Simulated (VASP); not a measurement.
A run of VASP 6.6.1 is set up as follows.

Contents of POSCAR:

```
Ta
1.0
    5.2867630720      0.0000000000      0.0000000000
    0.0000000000      5.2867630720      0.0000000000
    0.0000000000      0.0000000000      5.2867630720
Ta
8
Direct
    1.0000000000      0.0000000000      1.0000000000
    0.5000000000      0.5000000000      0.5000000000
    0.2500000000      0.0000000000      0.5000000000
    0.7500000000      1.0000000000      0.5000000000
    0.5000000000      0.2500000000      0.0000000000
    0.5000000000      0.7500000000      0.0000000000
    0.0000000000      0.5000000000      0.2500000000
    0.0000000000      0.5000000000      0.7500000000
```

The input INCAR.step1:

```
SYSTEM = Ta
ALGO = Normal
EDIFF = 1E-4
ENCUT = 520
GGA = PE
ISMEAR = -1
LASPH = .TRUE.
LCHARG = .FALSE.
LREAL = .FALSE.
LWAVE = .TRUE.
NBANDS = 54
NELM = 60
PREC = Accurate
SIGMA = 0.1
```

Contents of INCAR.step2:

```
SYSTEM = Ta
ALGO = Normal
EDIFF = 1E-6
ENCUT = 520
ISIF = 2
ISMEAR = -1
ISTART = 1
LASPH = .TRUE.
LCHARG = .TRUE.
LELF = .TRUE.
LMIXTAU = .TRUE.
LREAL = .FALSE.
LVHAR = .TRUE.
LWAVE = .FALSE.
METAGGA = R2SCAN
NBANDS = 54
NELM = 60
PREC = Accurate
SIGMA = 0.1
```

The input KPOINTS:

```
k-points
0
G
  5 5 5
  0 0 0
```

Potentials or basis: VASP PAW PBE potentials, release 64 (Ta_pv).

Run with:

```console
$ cat potpaw_PBE.64/Ta_pv/POTCAR > POTCAR
$ cp INCAR.step1 INCAR
$ mpirun -np 1 vasp_std > vasp.out
$ cp INCAR.step2 INCAR
$ mpirun -np 1 vasp_std > vasp.out
```

Q: What does it give for the pressure?

A: 0.6 GPa.

Q: What does it give for the band gap on the k mesh?

A: Zero (bands 44 and 45 overlap by 0.17 eV).

Caveat: the PAW data sets were made with another functional, which shifts forces and pressure a little; spin-orbit coupling is left out, which moves the levels of the heavy elements.
